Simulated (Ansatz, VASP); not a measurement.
**Two plane-wave programs on IrO2**

```
CELL_PARAMETERS angstrom
4.52890 0.00000 0.00000
0.00000 4.52890 0.00000
0.00000 0.00000 3.17995
ATOMIC_POSITIONS crystal
Ir 0.00000 0.00000 0.00000
Ir 0.50000 0.50000 0.50000
O 0.30842 0.30842 0.00000
O 0.19158 0.80842 0.50000
O 0.69158 0.69158 0.00000
O 0.80842 0.19158 0.50000
```

Alike in both runs: functional PBE; k mesh 8 × 8 × 12; occupations gaussian, width 0.1 eV; no spin polarisation.

Ansatz relaxed the structure, and its values are those at the end. VASP's run is a single point on that final structure, the one shown.

|  | VASP | Ansatz |
| --- | --- | --- |
| version | VASP 6.6.1 | Ansatz 0.2.0 |
| potentials or method | VASP PAW PBE potentials, release 64 (Ir, O), cutoff 600 eV | scalar-relativistic, plane waves, PAW |
| valence electrons in the cell | 42 | 58 |

```csv
,VASP,Ansatz,Ansatz less VASP
gap on the k mesh at the Fermi level (eV),none,none,-
pressure (GPa),2.1,0.0,-2.05
```

A gap of «none» marks a metal or a gap that the smearing closes. VASP's potentials hold 42 valence electrons a cell and Ansatz's 58, so a difference there can come from the potentials and not from the codes.

Neither program's run includes spin-orbit coupling.
